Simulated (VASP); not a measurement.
A run of VASP 6.6.1 is set up as follows.

INCAR

```
PREC = Accurate
ENCUT = 520
EDIFF = 1E-6
ISMEAR = -1
SIGMA = 0.05
LREAL = False
LASPH = True
NELM = 150
ALGO = Normal
ISIF = 2
LWAVE = False
LCHARG = False
ISPIN = 2
MAGMOM = 1.707 1.707 1.725 1.725
LORBIT = 11
LMAXMIX = 4
GGA = PE
NBANDS = 30
```

The input KPOINTS:

```
Automatic mesh
0
Gamma
  16 16 5
```

The input POSCAR:

```
Co
1.0
    2.3910859939      0.0000000000      0.0000000000
   -1.1955429970      2.0707412134      0.0000000000
    0.0000000000      0.0000000000      7.7445847500
Co
4
Direct
    0.0000000000      1.0000000000      0.0000000000
    1.0000000000      1.0000000000      0.5000000000
    0.3333333333      0.6666666667      0.2500000000
    0.6666666667      0.3333333333      0.7500000000
```

Potentials or basis: VASP PAW PBE potentials, release 64 (Co).

The run is started by

```sh
$ cat potpaw_PBE.64/Co/POTCAR > POTCAR
$ mpirun -np 1 vasp_std > vasp.out
```

Question: Predict the pressure.

Answer: 35.2 GPa.

Question: What does it give for the net moment?

Answer: 6.14 μB per cell.

Question: What does it give for the site moments?

Answer: Co +1.52, +1.54 μB.

Stress tensor (GPa, compression positive):
```
34.96  0.00  0.00
 0.00 34.96  0.00
 0.00  0.00 35.55
```
